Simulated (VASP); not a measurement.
# SmF (P6/mmm) in VASP: a series of runs

SmF is run at these levels: PBE; tasks: relaxation of cell and atoms, single point.

Everything below comes from runs of VASP 6.6.1. Logs are shortened: lines on timing, memory, paths and dates and some standing lists are left out, and cuts for length are marked.

### 1 The cell of the first run

The structure is hexagonal, space group P6/mmm (No. 191). The conventional cell has a = 3.721 Å, b = 3.721 Å, c = 4.468 Å, α = 90.00°, β = 90.00°, γ = 120.00°. Within 3.0 Å of Sm (site symmetry 6/mmm) lie 2 F at 2.23 Å. F (site symmetry 6/mmm) has 2 Sm at 2.23 Å within 3.0 Å.

The cell was generated, and may not be a known phase.

### 2 Relaxation of cell and atoms, PBE

INCAR

```
SYSTEM = SmF
PREC = Accurate
ENCUT = 600
EDIFF = 1E-7
ISMEAR = 0
SIGMA = 0.1
LREAL = .False.
LASPH = .True.
NELM = 200
ALGO = Normal
ISIF = 3
LWAVE = .False.
LCHARG = .False.
GGA = PE
IBRION = 2
NSW = 100
EDIFFG = -0.01
GGA_COMPAT = .False.
NELMIN = 4
LMAXMIX = 6
```

KPOINTS

```
regular mesh
0
Gamma
  18 18 12
  0 0 0
```

POSCAR

```
SmF
1.0
    3.7208114076      0.0000000000      0.0000000000
   -1.8604057038      3.2223172016      0.0000000000
    0.0000000000      0.0000000000      4.4675871640
Sm F
1 1
Direct
    0.0000000000      0.0000000000      0.5000000000
    0.0000000000      0.0000000000      0.0000000000
```

Potentials or basis: VASP PAW PBE potentials, release 64 (Sm_3, F), 4f in core.

Started as:

```console
$ cat potpaw_PBE.64/Sm_3/POTCAR potpaw_PBE.64/F/POTCAR > POTCAR
$ mpirun -np 1 vasp_std > vasp.out
```

OUTCAR:

```text
SYSTEM = SmF
   PREC = Accurate
   ENCUT = 600
   EDIFF = 1E-7
   ISMEAR = 0
   LREAL = .False.
   LASPH = .True.
   NELM = 200
   ISIF = 3
   GGA = PE
   IBRION = 2
   NSW = 100
   EDIFFG = -0.01
   NELMIN = 4

 ion  position               nearest neighbor table
   1  0.000  0.000  0.500-   2 2.23   2 2.23
   2  0.000  0.000  0.000-   1 2.23   1 2.23

  LATTYP: Found a hexagonal cell.
 ALAT       =     3.7208114076
 C/A-ratio  =     1.2007023938

  Lattice vectors:

 A1 = (   3.7208114076,   0.0000000000,   0.0000000000)
 A2 = (  -1.8604057038,   3.2223172016,   0.0000000000)
 A3 = (   0.0000000000,   0.0000000000,   4.4675871640)

Analysis of symmetry for initial positions (statically):
=====================================================================
 Subroutine PRICEL returns:
 Original cell was already a primitive cell.

 Routine SETGRP: Setting up the symmetry group for a
 hexagonal supercell.

 Subroutine GETGRP returns: Found 24 space group operations
 (whereof 24 operations were pure point group operations)
 out of a pool of 24 trial point group operations.

The static configuration has the point symmetry D_6h.

Analysis of symmetry for dynamics (positions and initial velocities):
=====================================================================
 Subroutine PRICEL returns:
 Original cell was already a primitive cell.

 Routine SETGRP: Setting up the symmetry group for a
 hexagonal supercell.

 Subroutine GETGRP returns: Found 24 space group operations
 (whereof 24 operations were pure point group operations)
 out of a pool of 24 trial point group operations.

The dynamic configuration has the point symmetry D_6h.

 Subroutine INISYM returns: Found 24 space group operations
 (whereof 24 operations are pure point group operations),
 and found     1 'primitive' translations

----------------------------------------------------------------------------------------

                                     Primitive cell

  volume of cell :      53.5647

  direct lattice vectors                    reciprocal lattice vectors
     3.720811408  0.000000000  0.000000000     0.268758583  0.155167840  0.000000000
    -1.860405704  3.222317202  0.000000000     0.000000000  0.310335680  0.000000000
     0.000000000  0.000000000  4.467587164     0.000000000  0.000000000  0.223834469

  length of vectors
     3.720811408  3.720811408  4.467587164     0.310335680  0.310335680  0.223834469

  position of ions in fractional coordinates (direct lattice)
     0.000000000  0.000000000  0.500000000
     0.000000000  0.000000000  0.000000000

  ion indices of the primitive-cell ions
   primitive index   ion index
                 1           1
                 2           2

----------------------------------------------------------------------------------------

 KPOINTS: regular mesh

Automatic generation of k-mesh.
 Grid dimensions read from file:
 generate k-points for:   18   18   12

 Generating k-lattice:

  Cartesian coordinates                     Fractional coordinates (reciprocal lattice)
     0.014931032  0.008620436  0.000000000     0.055555556  0.000000000  0.000000000
     0.000000000  0.017240871  0.000000000     0.000000000  0.055555556  0.000000000
     0.000000000  0.000000000  0.018652872     0.000000000  0.000000000  0.083333333

  Length of vectors
     0.017240871  0.017240871  0.018652872

  Shift w.r.t. Gamma in fractional coordinates (k-lattice)
     0.000000000  0.000000000  0.000000000

 Subroutine IBZKPT returns following result:
 ===========================================

 Found    259 irreducible k-points:

 Following reciprocal coordinates:
            Coordinates               Weight
  0.000000  0.000000  0.000000      1.000000
  0.055556 -0.000000  0.000000      6.000000
  0.111111 -0.000000  0.000000      6.000000
  0.166667 -0.000000  0.000000      6.000000
  0.222222 -0.000000  0.000000      6.000000
  0.277778  0.000000  0.000000      6.000000
[... 16 lines left out ...]
  0.333333  0.111111  0.000000     12.000000
  0.388889  0.111111  0.000000     12.000000
 [... further k-points ...]
   k-points           NKPTS =    259   k-points in BZ     NKDIM =    259   number of bands    NBANDS=     13
   number of dos      NEDOS =    301   number of ions     NIONS =      2
   total plane-waves  NPLWV =  32400
   dimension x,y,z NGX =    30 NGY =   30 NGZ =   36
   dimension x,y,z NGXF=    60 NGYF=   60 NGZF=   72
   ions per type =               1   1
   NGX,Y,Z   is equivalent  to a cutoff of  13.40, 13.40, 13.40 a.u.
   NGXF,Y,Z  is equivalent  to a cutoff of  26.81, 26.81, 26.79 a.u.
 SYSTEM =  SmF
   PREC   = accura    normal or accurate (medium, high low for compatibility)
   ISTART =      0    job   : 0-new  1-cont  2-samecut
   ICHARG =      2    charge: 1-file 2-atom 10-const
   ISPIN  =      1    spin polarized calculation?
   LNONCOLLINEAR =      F non collinear calculations
   LSORBIT =      F    spin-orbit coupling
   LASPH  =      T    aspherical Exc in radial PAW
   ENCUT  =  600.0 eV  44.10 Ry    6.64 a.u.   7.43  7.43  8.92*2*pi/ulx,y,z
   NELM   =    200;   NELMIN=  4; NELMDL= -5     # of ELM steps
   EDIFF  = 0.1E-06   stopping-criterion for ELM
   LREAL  =      F    real-space projection
   EDIFFG = -.1E-01   stopping-criterion for IOM
   NSW    =    100    number of steps for IOM
   IBRION =      2    ionic relax: 0-MD 1-quasi-New 2-CG
   NFREE  =      1    steps in history (QN), initial steepest desc. (CG)
   ISIF   =      3    stress and relaxation
   ISYM   =      2    0-nonsym 1-usesym 2-fastsym
   POTIM  = 0.5000    time-step for ionic-motion
   TEBEG  =    0.0;   TEEND  =   0.0 temperature during run
   PSTRESS=    0.0 pullay stress
   NELECT =      18.0000    total number of electrons
   NUPDOWN=      -1.0000    fix difference up-down
   EMIN   =  10.00;   EMAX   =-10.00  energy-range for DOS
   EFERMI =   0.00;   METHOD = LEGACY
   ISMEAR =     0;   SIGMA  =   0.10  broadening in eV -4-tet -1-fermi 0-gaus
   EFERMI_NEDOS =   21; number of points for ismear=-14 and -15
   IALGO  =     38    algorithm
   IMIX   =      4    mixing-type and parameters
     AMIX     =   0.40;   BMIX     =  1.00
     AMIX_MAG =   1.60;   BMIX_MAG =  1.00
  volume/ion in A,a.u.               =      26.78       180.74
  Fermi-wavevector in a.u.,A,eV,Ry     =   1.138167  2.150824 17.625316  1.295424
  Thomas-Fermi vector in A             =   2.274872
   LORBIT       =      0    0 simple, 1 ext, 2 COOP (PROOUT), +10 PAW based schemes
   GGA     = PE    functional components
   LHFCALC =     F    Hartree Fock is set to
   AEXX    =    0.0000 exact exchange contribution
   IVDW    =     0    specifies the selected vdW correction
   LEPSILON=     F    determine dielectric tensor
   LRPA    =     F    only Hartree local field effects (RPA)
 conjugate gradient relaxation of ions
 non-spin polarized calculation
 Gauss-broadening in eV      SIGMA  =   0.10
  energy-cutoff  :      600.00
  volume of cell :       53.56
 maximum number of plane-waves:      1814
 NGX is ok and might be reduce to    30

--------------------------------------- Ionic step        1  -------------------------------------------

 number of electron      18.0000001 magnetization

 Free energy of the ion-electron system (eV)
  ---------------------------------------------------
  ext. energy  EPLUGINS =         0.00000000
  ---------------------------------------------------
  free energy    TOTEN  =       -11.15162832 eV

  energy without entropy =      -11.14727625  energy(sigma->0) =      -11.14945228

------------------------ aborting loop because EDIFF is reached ----------------------------------------

  FORCE on cell =-STRESS in cart. coord.  units (eV):
  Direction    XX          YY          ZZ          XY          YZ          ZX
  --------------------------------------------------------------------------------------
  -------------------------------------------------------------------------------------
  Total        0.2527607      0.2527607      0.5059087      0.0000000     -0.0000000      0.0000000
  in kB        7.5603358      7.5603358     15.1322579      0.0000000     -0.0000000      0.0000000
  external PRESSURE =      10.0843098 kB  Pullay stress =       0.0000000 kB
[... 129 lines left out ...]
  energy  without entropy=      -11.1510102727  energy(sigma->0) =      -11.15321254

--------------------------------------- Ionic step        5  -------------------------------------------

 number of electron      18.0000005 magnetization

 Free energy of the ion-electron system (eV)
  ---------------------------------------------------
  ext. energy  EPLUGINS =         0.00000000
  ---------------------------------------------------
  free energy    TOTEN  =       -11.15571946 eV

  energy without entropy =      -11.15133240  energy(sigma->0) =      -11.15352593

 E-fermi :   2.2717     XC(G=0):  -8.4112

 val. band max:        2.2634116961   @ k =   0.2222   0.2222   0.5000
 cond. band min:       2.2778621658   @ k =   0.3333   0.2778   0.2500
 fundamental gap:      0.0144504698
 Fermi energy:         2.2717387744

 k-point     1 :       0.0000    0.0000    0.0000
  band No.  band energies     occupation
      1     -39.7864      2.00000
      2     -23.0947      2.00000
      3     -19.5024      2.00000
      4     -18.8940      2.00000
      5     -18.8940      2.00000
      6      -4.0248      2.00000
      7      -4.0248      2.00000
      8      -3.9685      2.00000
      9      -1.0483      2.00000
     10       3.4340      0.00000
     11       3.4340      0.00000
     12       5.2640      0.00000
     13       5.5252      0.00000
[... 353 lines left out ...]
 k-point    24 :       0.3889    0.1111    0.0000
  band No.  band energies     occupation
      1     -39.7497      2.00000
      2     -23.0665      2.00000
      3     -19.4423      2.00000
      4     -19.3272      2.00000
      5     -19.0348      2.00000
      6      -4.4579      2.00000
      7      -4.1482      2.00000
      8      -3.9402      2.00000
      9       1.0302      2.00000
     10       2.9069      0.00000
     11       3.5550      0.00000
     12       4.6710      0.00000
     13       6.8716      0.00000

 [... further k-points ...]

------------------------ aborting loop because EDIFF is reached ----------------------------------------

  FORCE on cell =-STRESS in cart. coord.  units (eV):
  Direction    XX          YY          ZZ          XY          YZ          ZX
  --------------------------------------------------------------------------------------
  -------------------------------------------------------------------------------------
  Total       -0.0016228     -0.0016228      0.0006914      0.0000000      0.0000000      0.0000000
  in kB       -0.0471734     -0.0471734      0.0200968      0.0000000      0.0000000      0.0000000
  external PRESSURE =      -0.0247500 kB  Pullay stress =       0.0000000 kB
[... 17 lines left out ...]
  FREE ENERGIE OF THE ION-ELECTRON SYSTEM (eV)
  ---------------------------------------------------
  free  energy   TOTEN  =       -11.1557194637 eV

  energy  without entropy=      -11.1513324013  energy(sigma->0) =      -11.15352593

 reached required accuracy - stopping structural energy minimisation
```

Wall time 8.1 min (1 thread of Intel Xeon Platinum 8259CL at 2.50GHz (Skylake/Cascade Lake), shared host); peak memory 0.38 GiB.

What came out:

```
Free energy                           : -11.1557 eV
Relaxed volume                        : 27.56 Å³/atom
Relaxed cell                          : a = 3.766 Å, b = 3.766 Å, c = 4.487 Å, α = 90.00°, β = 90.00°, γ = 120.00°
Space group after relaxing (to 0.1 Å) : P6/mmm (No. 191)
Energy gained by relaxing             : 2.0 meV/atom
Ionic steps                           : 5
Pressure after relaxing               : 0.0 GPa
Band gap on the k mesh                : zero (bands 9 and 10 overlap by 0.66 eV)
```

The path:
```
step  energy change (eV)  largest force (eV/Å)  pressure (GPa)  volume (Å³)
   1              0.0000                0.0000            1.01        53.56
   2             -0.0003                0.0000           -0.57        54.88
   3             -0.0023                0.0000            0.17        54.24
   4             -0.0038                0.0000            0.07        54.74
   5             -0.0041                0.0000            0.00        55.12
```

Final structure:
```yaml
crystal:
  lattice:
    - [3.76637, 0.00000, 0.00000]
    - [-1.88318, 3.26177, 0.00000]
    - [0.00000, 0.00000, 4.48655]
  atoms:
    - { symbol: Sm, position: [0.00000, 0.00000, 0.50000] }
    - { symbol: F, position: [0.00000, 0.00000, 0.00000] }
```

Levels at points of the mesh, in eV from the Fermi level:
```csv
k point,band 7,band 8,band 9,band 10,band 11,band 12
"(0.00, 0.00, 0.00)",-6.30,-6.24,-3.32,1.16,1.16,2.99
"(0.50, 0.00, 0.00)",-6.39,-6.21,-1.54,0.51,1.89,2.67
"(0.00, 0.00, 0.50)",-6.53,-6.53,-2.82,1.27,1.27,1.36
"(0.50, 0.00, 0.50)",-7.13,-6.65,-1.28,1.12,2.38,3.49
```

Caveat: spin-orbit coupling is left out, which moves the levels of the heavy elements; the 4f electrons are frozen in the core, so they carry no moment and show no levels; the run has no spin polarisation, though such a crystal can be magnetic.

### 3 Single point, PBE

This run uses another cell than the first one: it holds 8 atoms, not 2.

INCAR

```
SYSTEM = SmF
PREC = Accurate ; ENCUT = 600
EDIFF = 1E-6 ; ISMEAR = 0
SIGMA = 0.2 ; LREAL = .FALSE.
LASPH = .TRUE. ; NELM = 200
ALGO = Normal ; ISIF = 2
LWAVE = .FALSE. ; LCHARG = .FALSE.
GGA = PE ; NBANDS = 46
GGA_COMPAT = .FALSE. ; LMAXMIX = 6
```

KPOINTS

```
regular mesh
0
G
  6 4 4
  0 0 0
```

POSCAR

```
SmF
1.0
    3.7667139528      0.0000000000      0.0000000000
    0.0000000000      6.5241399438      0.0000000000
    0.0000000000      0.0000000000      8.9296220941
Sm F
4 4
Direct
    0.5000000000      0.5000000000      0.2500000000
    0.5000000000      0.5000000000      0.7500000000
    0.0000000000      1.0000000000      0.2500000000
    0.0000000000      1.0000000000      0.7500000000
    0.0000000000      1.0000000000      0.5000000000
    0.0000000000      0.0000000000      0.0000000000
    0.5000000000      0.5000000000      0.5000000000
    0.5000000000      0.5000000000      0.0000000000
```

Potentials or basis: VASP PAW PBE potentials, release 64 (Sm_3, F), 4f in core.

Started as:

```console
$ cat potpaw_PBE.64/Sm_3/POTCAR potpaw_PBE.64/F/POTCAR > POTCAR
$ mpirun -np 1 vasp_std > vasp.out
```

OUTCAR:

```text
SYSTEM = SmF
   PREC = Accurate
   ENCUT = 600
   EDIFF = 1E-6
   ISMEAR = 0
   LREAL = .FALSE.
   LASPH = .TRUE.
   NELM = 200
   ISIF = 2
   GGA = PE

 ion  position               nearest neighbor table
   1  0.500  0.500  0.250-   7 2.23   8 2.23   3 3.77   3 3.77   3 3.77   3 3.77
   2  0.500  0.500  0.750-   7 2.23   8 2.23   4 3.77   4 3.77   4 3.77   4 3.77
   3  0.000  0.000  0.250-   5 2.23   6 2.23   1 3.77   1 3.77   1 3.77   1 3.77
   4  0.000  0.000  0.750-   5 2.23   6 2.23   2 3.77   2 3.77   2 3.77   2 3.77
   5  0.000  0.000  0.500-   3 2.23   4 2.23
   6  0.000  0.000  0.000-   3 2.23   4 2.23
   7  0.500  0.500  0.500-   1 2.23   2 2.23
   8  0.500  0.500  0.000-   1 2.23   2 2.23

  LATTYP: Found a simple orthorhombic cell.
 ALAT       =     3.7667139528
 B/A-ratio  =     1.7320508076
 C/A-ratio  =     2.3706663702

  Lattice vectors:

 A1 = (   3.7667139528,   0.0000000000,   0.0000000000)
 A2 = (   0.0000000000,   6.5241399438,   0.0000000000)
 A3 = (   0.0000000000,   0.0000000000,   8.9296220941)

Analysis of symmetry for initial positions (statically):
[... 203 lines left out ...]
  band No.  band energies     occupation
      1     -39.7292      2.00000
      2     -39.7180      2.00000
      3     -39.6924      2.00000
      4     -39.6814      2.00000
      5     -23.8241      2.00000
      6     -23.7848      2.00000
[... 1165 lines left out ...]
     45       5.1077      0.00000
     46       5.1077      0.00000

 [... further k-points ...]

------------------------ aborting loop because EDIFF is reached ----------------------------------------

  FORCE on cell =-STRESS in cart. coord.  units (eV):
  Direction    XX          YY          ZZ          XY          YZ          ZX
  --------------------------------------------------------------------------------------
  -------------------------------------------------------------------------------------
  Total       -0.4833884      0.0488876      2.1345573      0.0000000      0.0000000      0.0000000
  in kB       -3.5292936      0.3569361     15.5847349      0.0000000      0.0000000      0.0000000
  external PRESSURE =       4.1374591 kB  Pullay stress =       0.0000000 kB

 VOLUME and BASIS-vectors are now :
 -----------------------------------------------------------------------------
  energy-cutoff  :      600.00
  volume of cell :      219.44
      direct lattice vectors                 reciprocal lattice vectors
     3.766713953  0.000000000  0.000000000     0.265483393  0.000000000  0.000000000
     0.000000000  6.524139944  0.000000000     0.000000000  0.153276908  0.000000000
     0.000000000  0.000000000  8.929622094     0.000000000  0.000000000  0.111986822

 POSITION                                       TOTAL-FORCE (eV/Angst)
 -----------------------------------------------------------------------------------
      1.88336      3.26207      2.23241         0.000000     -0.000000     -0.000000
      1.88336      3.26207      6.69722        -0.000000     -0.000000     -0.000000
      0.00000      0.00000      2.23241         0.000000     -0.000000     -0.000000
      0.00000      0.00000      6.69722        -0.000000     -0.000000      0.000000
      0.00000      0.00000      4.46481         0.000000     -0.000000      0.000000
      0.00000      0.00000      0.00000        -0.000000      0.000000     -0.000000
      1.88336      3.26207      4.46481         0.000000      0.000000      0.000000
      1.88336      3.26207      0.00000        -0.000000     -0.000000     -0.000000
 -----------------------------------------------------------------------------------
    total drift:                                0.000000      0.000000      0.000000

  FREE ENERGIE OF THE ION-ELECTRON SYSTEM (eV)
  ---------------------------------------------------
  free  energy   TOTEN  =       -44.6899506895 eV

  energy  without entropy=      -44.6154540020  energy(sigma->0) =      -44.65270235
```

OSZICAR:

```text
N       E                     dE             d eps       ncg     rms          rms(c)
DAV:   1     0.775705109404E+03    0.77571E+03   -0.38691E+04  3312   0.160E+03
DAV:   2     0.849920606676E+01   -0.76721E+03   -0.74848E+03  3836   0.412E+02
DAV:   3    -0.465539745206E+02   -0.55053E+02   -0.54457E+02  3946   0.111E+02
DAV:   4    -0.476757271025E+02   -0.11218E+01   -0.11130E+01  4100   0.161E+01
DAV:   5    -0.477018869224E+02   -0.26160E-01   -0.26125E-01  3994   0.233E+00    0.137E+01
DAV:   6    -0.446455091169E+02    0.30564E+01   -0.17280E+01  4088   0.160E+01    0.679E+00
DAV:   7    -0.446639786085E+02   -0.18469E-01   -0.71422E-01  3528   0.376E+00    0.396E+00
DAV:   8    -0.446858823358E+02   -0.21904E-01   -0.83707E-02  3734   0.184E+00    0.314E-01
DAV:   9    -0.446893561557E+02   -0.34738E-02   -0.14679E-02  3878   0.479E-01    0.163E-01
DAV:  10    -0.446898882596E+02   -0.53210E-03   -0.29994E-03  3852   0.300E-01    0.270E-02
DAV:  11    -0.446899361564E+02   -0.47897E-04   -0.19030E-04  3844   0.677E-02    0.131E-02
DAV:  12    -0.446899483349E+02   -0.12178E-04   -0.22666E-05  3704   0.214E-02    0.414E-03
DAV:  13    -0.446899507255E+02   -0.23906E-05   -0.70219E-06  3536   0.115E-02    0.404E-03
DAV:  14    -0.446899506895E+02    0.35964E-07   -0.14433E-06  2662   0.579E-03
   1 F= -.44689951E+02 E0= -.44652702E+02  d E =-.744967E-01
```

stdout:

```text
POSCAR found type information on POSCAR SmF
 POSCAR found :  2 types and       8 ions
 scaLAPACK will be used
 LDA part: xc-table for (Slater+PW92), standard interpolation
 POSCAR, INCAR and KPOINTS ok, starting setup
 FFT: planning ... GRIDC
 FFT: planning ... GRID_SOFT
 FFT: planning ... GRID
 WAVECAR not read
 entering main loop
```

Wall time 6.6 min (1 thread of Intel Xeon Platinum 8259CL at 2.50GHz (Skylake/Cascade Lake), shared host); peak memory 0.53 GiB.

What came out:

- Free energy: -44.6900 eV
- Pressure: 0.4 GPa
- Band gap on the k mesh: zero (bands 36 and 37 overlap by 0.22 eV)

Caveat: spin-orbit coupling is left out, which moves the levels of the heavy elements; the 4f electrons are frozen in the core, so they carry no moment and show no levels; the run has no spin polarisation, though such a crystal can be magnetic.

The gap in the log of VASP goes by the Fermi energy; the results here count the filled bands.